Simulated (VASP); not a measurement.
# PbO (P4/nmm) in VASP: notebook

PbO is run at these levels: PBEsol; tasks: single point.

All numbers are computed with VASP 6.6.1; they aren't measurements. Logs are shortened: lines on timing, memory, paths and dates and some standing lists are left out, and cuts for length are marked.

## (1) The cell of the first run

The structure is tetragonal, space group P4/nmm (No. 129). Conventional cell: a = 3.987 Å, b = 3.987 Å, c = 5.080 Å, α = 90.00°, β = 90.00°, γ = 90.00°. Pb (site symmetry 4mm) has 4 O at 2.32 Å within 3.1 Å. O (site symmetry -4m2) has 4 Pb at 2.32 Å and 4 O at 2.82 Å within 3.1 Å.

## (2) Single point, PBEsol

Contents of INCAR:

```
ALGO = Normal
EDIFF = 1E-6
ENCUT = 520
GGA = PS
ISIF = 2
ISMEAR = 0
LASPH = T
LCHARG = F
LREAL = F
LWAVE = F
NBANDS = 28
NELM = 100
PREC = Accurate
SIGMA = 0.02
```

Contents of KPOINTS:

```
k-points
0
Gamma
  8 8 6
```

Contents of POSCAR:

```
PbO
1.0
    3.9874851108      0.0000000000      0.0000000000
    0.0000000000      3.9874851108      0.0000000000
    0.0000000000      0.0000000000      5.0798996428
Pb O
2 2
Direct
    0.0000000000      0.5000000000      0.2331620937
    0.5000000000      0.0000000000      0.7668379063
    0.0000000000      0.0000000000      0.0000000000
    0.5000000000      0.5000000000      0.0000000000
```

Potentials or basis: VASP PAW PBE potentials, release 64 (Pb_d, O).

On the command line:

```console
$ cat potpaw_PBE.64/Pb_d/POTCAR potpaw_PBE.64/O/POTCAR > POTCAR
$ mpirun -np 1 vasp_std > vasp.out
```

OUTCAR:

```text
EDIFF = 1E-6
   ENCUT = 520
   GGA = PS
   ISIF = 2
   ISMEAR = 0
   LASPH = T
   LREAL = F
   NELM = 100
   PREC = Accurate

 ion  position               nearest neighbor table
   1  0.000  0.500  0.233-   3 2.32   4 2.32   3 2.32   4 2.32   2 3.68   2 3.68   2 3.68   2 3.68
                             2 3.91   2 3.91   2 3.91   2 3.91
   2  0.500  0.000  0.767-   3 2.32   4 2.32   4 2.32   3 2.32   1 3.68   1 3.68   1 3.68   1 3.68
                             1 3.91   1 3.91   1 3.91   1 3.91
   3  0.000  0.000  0.000-   1 2.32   2 2.32   1 2.32   2 2.32
   4  0.500  0.500  0.000-   1 2.32   2 2.32   2 2.32   1 2.32

  LATTYP: Found a simple tetragonal cell.
 ALAT       =     3.9874851108
 C/A-ratio  =     1.2739607802

  Lattice vectors:

 A1 = (   3.9874851108,   0.0000000000,   0.0000000000)
 A2 = (   0.0000000000,   3.9874851108,   0.0000000000)
 A3 = (   0.0000000000,   0.0000000000,   5.0798996428)

Analysis of symmetry for initial positions (statically):
=====================================================================
 Subroutine PRICEL returns:
 Original cell was already a primitive cell.

 Routine SETGRP: Setting up the symmetry group for a
 simple tetragonal supercell.

 Subroutine GETGRP returns: Found 16 space group operations
 (whereof  8 operations were pure point group operations)
 out of a pool of 16 trial point group operations.

The static configuration has the point symmetry D_2d.
 The point group associated with its full space group is D_4h.

Analysis of symmetry for dynamics (positions and initial velocities):
=====================================================================
 Subroutine PRICEL returns:
 Original cell was already a primitive cell.

 Routine SETGRP: Setting up the symmetry group for a
 simple tetragonal supercell.

 Subroutine GETGRP returns: Found 16 space group operations
 (whereof  8 operations were pure point group operations)
 out of a pool of 16 trial point group operations.

The dynamic configuration has the point symmetry D_2d.
 The point group associated with its full space group is D_4h.

 Subroutine INISYM returns: Found 16 space group operations
 (whereof  8 operations are pure point group operations),
 and found     1 'primitive' translations

----------------------------------------------------------------------------------------

                                     Primitive cell

  volume of cell :      80.7706

  direct lattice vectors                    reciprocal lattice vectors
     3.987485111  0.000000000  0.000000000     0.250784635  0.000000000  0.000000000
     0.000000000  3.987485111  0.000000000     0.000000000  0.250784635  0.000000000
     0.000000000  0.000000000  5.079899643     0.000000000  0.000000000  0.196854283

  length of vectors
     3.987485111  3.987485111  5.079899643     0.250784635  0.250784635  0.196854283

  position of ions in fractional coordinates (direct lattice)
     0.000000000  0.500000000  0.233162094
     0.500000000  0.000000000  0.766837906
     0.000000000  0.000000000  0.000000000
     0.500000000  0.500000000  0.000000000

  ion indices of the primitive-cell ions
   primitive index   ion index
                 1           1
                 2           2
                 3           3
                 4           4

----------------------------------------------------------------------------------------

 KPOINTS: k-points

Automatic generation of k-mesh.
 Grid dimensions read from file:
 generate k-points for:    8    8    6

 Generating k-lattice:

  Cartesian coordinates                     Fractional coordinates (reciprocal lattice)
     0.031348079  0.000000000  0.000000000     0.125000000  0.000000000  0.000000000
     0.000000000  0.031348079  0.000000000     0.000000000  0.125000000  0.000000000
     0.000000000  0.000000000  0.032809047     0.000000000  0.000000000  0.166666667

  Length of vectors
     0.031348079  0.031348079  0.032809047

  Shift w.r.t. Gamma in fractional coordinates (k-lattice)
     0.000000000  0.000000000  0.000000000

 Subroutine IBZKPT returns following result:
 ===========================================

 Found     60 irreducible k-points:

 Following reciprocal coordinates:
            Coordinates               Weight
  0.000000  0.000000  0.000000      1.000000
  0.125000  0.000000  0.000000      4.000000
  0.250000  0.000000  0.000000      4.000000
  0.375000  0.000000  0.000000      4.000000
  0.500000  0.000000  0.000000      2.000000
  0.125000  0.125000  0.000000      4.000000
[... 16 lines left out ...]
  0.375000  0.125000  0.166667     16.000000
  0.500000  0.125000  0.166667      8.000000
 [... further k-points ...]
   k-points           NKPTS =     60   k-points in BZ     NKDIM =     60   number of bands    NBANDS=     28
   number of dos      NEDOS =    301   number of ions     NIONS =      4
   total plane-waves  NPLWV =  36000
   dimension x,y,z NGX =    30 NGY =   30 NGZ =   40
   dimension x,y,z NGXF=    60 NGYF=   60 NGZF=   80
   ions per type =               2   2
   NGX,Y,Z   is equivalent  to a cutoff of  12.51, 12.51, 13.09 a.u.
   NGXF,Y,Z  is equivalent  to a cutoff of  25.02, 25.02, 26.18 a.u.
 SYSTEM =  unknown system
   PREC   = accura    normal or accurate (medium, high low for compatibility)
   ISTART =      0    job   : 0-new  1-cont  2-samecut
   ICHARG =      2    charge: 1-file 2-atom 10-const
   ISPIN  =      1    spin polarized calculation?
   LNONCOLLINEAR =      F non collinear calculations
   LSORBIT =      F    spin-orbit coupling
   LASPH  =      T    aspherical Exc in radial PAW
   ENCUT  =  520.0 eV  38.22 Ry    6.18 a.u.   7.41  7.41  9.45*2*pi/ulx,y,z
   NELM   =    100;   NELMIN=  2; NELMDL= -5     # of ELM steps
   EDIFF  = 0.1E-05   stopping-criterion for ELM
   LREAL  =      F    real-space projection
   EDIFFG = 0.1E-04   stopping-criterion for IOM
   NSW    =      0    number of steps for IOM
   IBRION =     -1    ionic relax: 0-MD 1-quasi-New 2-CG
   NFREE  =      0    steps in history (QN), initial steepest desc. (CG)
   ISIF   =      2    stress and relaxation
   ISYM   =      2    0-nonsym 1-usesym 2-fastsym
   POTIM  = 0.5000    time-step for ionic-motion
   TEBEG  =    0.0;   TEEND  =   0.0 temperature during run
   PSTRESS=    0.0 pullay stress
   NELECT =      40.0000    total number of electrons
   NUPDOWN=      -1.0000    fix difference up-down
   EMIN   =  10.00;   EMAX   =-10.00  energy-range for DOS
   EFERMI =   0.00;   METHOD = LEGACY
   ISMEAR =     0;   SIGMA  =   0.02  broadening in eV -4-tet -1-fermi 0-gaus
   EFERMI_NEDOS =   21; number of points for ismear=-14 and -15
   IALGO  =     38    algorithm
   IMIX   =      4    mixing-type and parameters
     AMIX     =   0.40;   BMIX     =  1.00
     AMIX_MAG =   1.60;   BMIX_MAG =  1.00
  volume/ion in A,a.u.               =      20.19       136.27
  Fermi-wavevector in a.u.,A,eV,Ry     =   1.295221  2.447612 22.825084  1.677596
  Thomas-Fermi vector in A             =   2.426754
   LORBIT       =      0    0 simple, 1 ext, 2 COOP (PROOUT), +10 PAW based schemes
   GGA     = PS    functional components
   LHFCALC =     F    Hartree Fock is set to
   AEXX    =    0.0000 exact exchange contribution
   IVDW    =     0    specifies the selected vdW correction
   LEPSILON=     F    determine dielectric tensor
   LRPA    =     F    only Hartree local field effects (RPA)
 non-spin polarized calculation
 Gauss-broadening in eV      SIGMA  =   0.02
  energy-cutoff  :      520.00
  volume of cell :       80.77
 maximum number of plane-waves:      2210
 NGX is ok and might be reduce to    30
   NGX = 15   NGY = 15   NGZ = 19

 number of electron      39.9999997 magnetization

 Free energy of the ion-electron system (eV)
  ---------------------------------------------------
  ext. energy  EPLUGINS =         0.00000000
  ---------------------------------------------------
  free energy    TOTEN  =       -22.87494553 eV

  energy without entropy =      -22.87494553  energy(sigma->0) =      -22.87494553

 E-fermi :   4.9183     XC(G=0):  -9.9798

 val. band max:        4.8085407663   @ k =   0.1250   0.0000   0.0000
 cond. band min:       6.0484372675   @ k =   0.5000   0.5000   0.0000
 fundamental gap:      1.2398965012
 Fermi energy:         4.9182719400

 k-point     1 :       0.0000    0.0000    0.0000
  band No.  band energies     occupation
      1     -13.4987      2.00000
      2     -12.9525      2.00000
      3     -11.1210      2.00000
      4     -11.1210      2.00000
      5     -11.0563      2.00000
      6     -11.0431      2.00000
[... 20 lines left out ...]
     27      12.2868      0.00000
     28      12.8318      0.00000

 k-point     2 :       0.1250    0.0000    0.0000
  band No.  band energies     occupation
      1     -13.4646      2.00000
      2     -12.9634      2.00000
      3     -11.1140      2.00000
      4     -11.1115      2.00000
      5     -11.0450      2.00000
      6     -11.0339      2.00000
[... 20 lines left out ...]
     27      12.5177      0.00000
     28      13.8499      0.00000

 k-point     3 :       0.2500    0.0000    0.0000
  band No.  band energies     occupation
      1     -13.3752      2.00000
      2     -12.9989      2.00000
      3     -11.0945      2.00000
      4     -11.0851      2.00000
      5     -11.0123      2.00000
      6     -11.0090      2.00000
[... 20 lines left out ...]
     27      12.7912      0.00000
     28      15.6311      0.00000

 k-point     4 :       0.3750    0.0000    0.0000
  band No.  band energies     occupation
      1     -13.2619      2.00000
      2     -13.0626      2.00000
      3     -11.0666      2.00000
      4     -11.0511      2.00000
      5     -11.0070      2.00000
      6     -11.0010      2.00000
[... 578 lines left out ...]
     27      13.7006      0.00000
     28      15.0927      0.00000

 k-point    23 :       0.3750    0.1250    0.1667
  band No.  band energies     occupation
      1     -13.2474      2.00000
      2     -13.0648      2.00000
      3     -11.0691      2.00000
      4     -11.0391      2.00000
      5     -11.0132      2.00000
      6     -10.9876      2.00000
[... 20 lines left out ...]
     27      13.9173      0.00000
     28      14.4369      0.00000

 k-point    24 :       0.5000    0.1250    0.1667
  band No.  band energies     occupation
      1     -13.1482      2.00000
      2     -13.1482      2.00000
      3     -11.0460      2.00000
      4     -11.0460      2.00000
      5     -11.0044      2.00000
      6     -11.0044      2.00000
[... 20 lines left out ...]
     27      14.1237      0.00000
     28      14.1237      0.00000

 [... further k-points ...]
[... 5 lines left out ...]
  --------------------------------------------------------------------------------------
  -------------------------------------------------------------------------------------
  Total        0.0560227      0.0560227      0.0545574      0.0000000      0.0000000      0.0000000
  in kB        1.1112754      1.1112754      1.0822092      0.0000000      0.0000000      0.0000000
  external PRESSURE =       1.1015867 kB  Pullay stress =       0.0000000 kB

 VOLUME and BASIS-vectors are now :
 -----------------------------------------------------------------------------
  energy-cutoff  :      520.00
  volume of cell :       80.77
      direct lattice vectors                 reciprocal lattice vectors
     3.987485111  0.000000000  0.000000000     0.250784635  0.000000000  0.000000000
     0.000000000  3.987485111  0.000000000     0.000000000  0.250784635  0.000000000
     0.000000000  0.000000000  5.079899643     0.000000000  0.000000000  0.196854283

 POSITION                                       TOTAL-FORCE (eV/Angst)
 -----------------------------------------------------------------------------------
      0.00000      1.99374      1.18444        -0.000000      0.000000      0.045554
      1.99374      0.00000      3.89546         0.000000      0.000000     -0.045554
      0.00000      0.00000      0.00000        -0.000000      0.000000      0.000000
      1.99374      1.99374      0.00000        -0.000000     -0.000000      0.000000
 -----------------------------------------------------------------------------------
    total drift:                                0.000000      0.000000      0.000000

  FREE ENERGIE OF THE ION-ELECTRON SYSTEM (eV)
  ---------------------------------------------------
  free  energy   TOTEN  =       -22.8749455277 eV

  energy  without entropy=      -22.8749455277  energy(sigma->0) =      -22.87494553
```

Wall time 96 s (1 thread of Intel Xeon Platinum 8259CL at 2.50GHz (Skylake/Cascade Lake), shared host); peak memory 0.25 GiB.

Results:

```
Free energy            : -22.8749 eV
Pressure               : 0.1 GPa
Largest force          : 0.046 eV/Å
Band gap on the k mesh : 1.24 eV, indirect (least direct gap 2.20 eV)
```

Forces on the atoms (eV/Å):
```
Pb   0.000  0.000  0.046
Pb   0.000  0.000 -0.046
O    0.000  0.000  0.000
O    0.000  0.000  0.000
```

Levels at points of the mesh, in eV from the valence-band top:
| k point | band 17 | band 18 | band 19 | band 20 | band 21 | band 22 | band 23 | band 24 |
| --- | --- | --- | --- | --- | --- | --- | --- | --- |
| (0.00, 0.00, 0.00) | -1.69 | -1.66 | -1.66 | -0.01 | 2.23 | 5.24 | 5.68 | 5.68 |
| (0.50, 0.00, 0.00) | -3.02 | -3.02 | -1.63 | -1.63 | 3.31 | 3.31 | 6.39 | 6.39 |
| (0.50, 0.50, 0.00) | -1.64 | -1.64 | -1.03 | -1.03 | 1.24 | 1.24 | 5.19 | 5.19 |
| (0.00, 0.00, 0.50) | -1.73 | -1.69 | -1.69 | -0.92 | 1.83 | 4.05 | 4.05 | 4.23 |
| (0.50, 0.00, 0.50) | -2.99 | -2.99 | -0.98 | -0.98 | 3.00 | 3.00 | 6.33 | 6.33 |
| (0.50, 0.50, 0.50) | -2.19 | -2.19 | -1.03 | -1.03 | 3.46 | 3.46 | 4.58 | 4.58 |

Caveat: the PAW data sets were made with another functional, which shifts forces and pressure a little; spin-orbit coupling is left out, which moves the levels of the heavy elements. PBEsol gaps usually lie below the measured ones, often by a third to a half.

## (3) Single point, PBEsol

Contents of INCAR:

```
SYSTEM = PbO
PREC = Accurate
ENCUT = 520
EDIFF = 1E-7
ISMEAR = 0
SIGMA = 0.02
LREAL = .FALSE.
LASPH = .TRUE.
NELM = 80
ALGO = Normal
ISIF = 2
LWAVE = .FALSE.
LCHARG = .FALSE.
GGA = PS
NBANDS = 28
```

Contents of KPOINTS:

```
Automatic mesh
0
G
  8 8 6
  0 0 0
```

POSCAR is that of step 2.

Potentials or basis: VASP PAW PBE potentials, release 64 (Pb_d, O).

On the command line:

```console
$ cat potpaw_PBE.64/Pb_d/POTCAR potpaw_PBE.64/O/POTCAR > POTCAR
$ mpirun -np 1 vasp_std > vasp.out
```

Run time: 1.9 min. Hardware: 1 thread of Intel Xeon Platinum 8259CL at 2.50GHz (Skylake/Cascade Lake), shared host; peak memory 0.25 GiB.

It converged, with:

```yaml
Free_energy: -22.8749 eV
Pressure: 0.1 GPa
Largest_force: 0.044 eV/Å
Band_gap_on_the_k_mesh: 1.24 eV, indirect (least direct gap 2.20 eV)
```

Forces in eV/Å, atoms in the order of the input:
```
Pb   0.000  0.000  0.044
Pb   0.000  0.000 -0.044
O    0.000  0.000  0.000
O    0.000  0.000  0.000
```

Levels at points of the mesh, in eV from the valence-band top:
```
           k point  band 16  band 17  band 18  band 19  band 20  band 21  band 22  band 23  band 24  band 25
(0.00, 0.00, 0.00)    -4.29    -1.69    -1.66    -1.66    -0.01     2.23     5.24     5.68     5.68     6.48
(0.50, 0.00, 0.00)    -3.21    -3.02    -3.02    -1.63    -1.63     3.30     3.30     6.39     6.39     6.68
(0.50, 0.50, 0.00)    -3.44    -1.65    -1.65    -1.03    -1.03     1.24     1.24     5.19     5.19     7.70
(0.00, 0.00, 0.50)    -4.14    -1.73    -1.69    -1.69    -0.92     1.83     4.05     4.05     4.23     8.58
(0.50, 0.00, 0.50)    -3.67    -2.99    -2.99    -0.98    -0.98     3.00     3.00     6.33     6.33     7.21
(0.50, 0.50, 0.50)    -3.86    -2.19    -2.19    -1.03    -1.03     3.46     3.46     4.58     4.58     5.66
```

Caveat: the PAW data sets were made with another functional, which shifts forces and pressure a little; spin-orbit coupling is left out, which moves the levels of the heavy elements. A k mesh can miss the band edges.

## (4) Single point, PBEsol

This run uses another cell than the first one, of 19.94 Å³/atom, 0.987 times its volume.

Contents of INCAR:

```
PREC = Accurate
ENCUT = 600
EDIFF = 1E-6
ISMEAR = 0
SIGMA = 0.1
LREAL = F
LASPH = T
NELM = 120
ALGO = Normal
ISIF = 2
LWAVE = F
LCHARG = F
GGA = PS
NBANDS = 28
GGA_COMPAT = F
```

Contents of KPOINTS:

```
regular mesh
0
Gamma
  4 4 4
```

Contents of POSCAR:

```
PbO
1.0
    3.9900000000      0.0000000000      0.0000000000
    0.0000000000      3.9900000000      0.0000000000
    0.0000000000      0.0000000000      5.0100000000
Pb O
2 2
Direct
    0.0000000000      0.5000000000      0.2400000000
    0.5000000000      0.0000000000      0.7600000000
    0.0000000000      0.0000000000      0.0000000000
    0.5000000000      0.5000000000      0.0000000000
```

On the command line:

```console
$ cat potpaw_PBE.64/Pb_d/POTCAR potpaw_PBE.64/O/POTCAR > POTCAR
$ mpirun -np 1 vasp_std > vasp.out
```

Wall time 16 s (1 thread of Intel Xeon 6975P-C (Granite Rapids), shared host); peak memory 0.2 GiB.

It converged, with:

```yaml
Free_energy: -22.8675 eV
Pressure: -0.8 GPa
Largest_force: 0.294 eV/Å
Band_gap_on_the_k_mesh: 1.10 eV, indirect (least direct gap 2.05 eV)
```

Forces on the atoms (eV/Å):
```
Pb   0.000  0.000 -0.294
Pb   0.000  0.000  0.294
O    0.000  0.000  0.000
O    0.000  0.000  0.000
```

Stress tensor (GPa, compression positive):
```
-0.69  0.00  0.00
 0.00 -0.69  0.00
 0.00  0.00 -1.07
```

Levels at points of the mesh, in eV from the valence-band top:
```csv
k point,band 18,band 19,band 20,band 21,band 22,band 23
"(0.00, 0.00, 0.00)",-1.56,-1.56,0.00,2.35,5.52,5.53
"(0.50, 0.00, 0.00)",-2.92,-1.64,-1.64,3.34,3.34,6.58
"(0.50, 0.50, 0.00)",-1.65,-0.94,-0.94,1.10,1.10,5.18
"(0.00, 0.00, 0.50)",-1.59,-1.59,-0.92,1.94,3.90,3.90
"(0.50, 0.00, 0.50)",-2.88,-0.96,-0.96,3.04,3.04,6.22
"(0.50, 0.50, 0.50)",-2.26,-0.95,-0.95,3.39,3.39,4.71
```

Caveat: the PAW data sets were made with another functional, which shifts forces and pressure a little; spin-orbit coupling is left out, which moves the levels of the heavy elements.
